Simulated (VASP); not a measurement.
**Hf2As3: single point with PBE**

The system is Hf2As3.

```xyz
10
Lattice="7.3613 0.0000 0.0000 0.0000 7.3613 0.0000 0.0000 0.0000 3.5773" Properties=species:S:1:pos:R:3 pbc="T T T"
Hf    2.5089    6.1896    0.0000
Hf    1.1717    2.5089    0.0000
Hf    4.8524    1.1717    0.0000
Hf    6.1896    4.8524    0.0000
As    0.0000    0.0000    0.0000
As    3.6806    3.6806    0.0000
As    1.0157    4.6963    1.7886
As    2.6650    1.0157    1.7886
As    6.3456    2.6650    1.7886
As    4.6963    6.3456    1.7886
```

```json
{"Program": "VASP 6.6.1", "Task": "single point", "Functional": "PBE", "Potentials or basis": "VASP PAW PBE potentials, release 64 (Hf_pv, As)", "Cutoff": "520 eV", "k mesh": "4 × 4 × 6", "Occupations": "gaussian, width 0.1 eV", "Spin": "no spin polarisation"}
```

| Item | Value |
| --- | --- |
| Pressure | 0.0 GPa |
| Largest force | 0.039 eV/Å |
| Band gap on the k mesh | zero (band 35 reaches 6.67 eV, above the bottom of band 36 at 5.13 eV) |

Forces on the atoms (eV/Å):
```
Hf  -0.025 -0.025  0.000
Hf   0.025 -0.025  0.000
Hf   0.025  0.025  0.000
Hf  -0.025  0.025  0.000
As   0.000  0.000  0.000
As   0.000  0.000  0.000
As   0.027  0.027  0.000
As  -0.027  0.027  0.000
As  -0.027 -0.027  0.000
As   0.027 -0.027  0.000
```

Levels at points of the mesh, in eV from the Fermi level:
| k point | band 32 | band 33 | band 34 | band 35 | band 36 | band 37 | band 38 | band 39 |
| --- | --- | --- | --- | --- | --- | --- | --- | --- |
| (0.00, 0.00, 0.00) | -1.23 | -1.23 | -0.58 | -0.50 | 0.33 | 0.86 | 0.86 | 1.36 |
| (0.50, 0.00, 0.00) | -1.21 | -0.36 | -0.36 | 0.23 | 0.23 | 0.83 | 0.83 | 1.65 |
| (0.50, 0.50, 0.00) | -0.66 | -0.40 | -0.40 | 0.61 | 0.61 | 1.40 | 1.40 | 1.45 |
| (0.00, 0.00, 0.50) | -1.37 | -1.37 | -1.26 | -1.26 | -0.93 | 0.33 | 0.94 | 2.08 |
| (0.50, 0.00, 0.50) | -2.08 | -1.39 | -1.39 | -0.42 | -0.42 | 1.31 | 1.31 | 1.98 |
| (0.50, 0.50, 0.50) | -2.06 | -1.45 | -1.45 | -0.67 | -0.67 | 1.99 | 1.99 | 2.05 |

Wall time 110 s on 1 thread of Intel(R) Xeon(R) 6975P-C (Granite Rapids) (shared host), peak memory 0.38 GiB.

Caveat: spin-orbit coupling is left out, which moves the levels of the heavy elements.
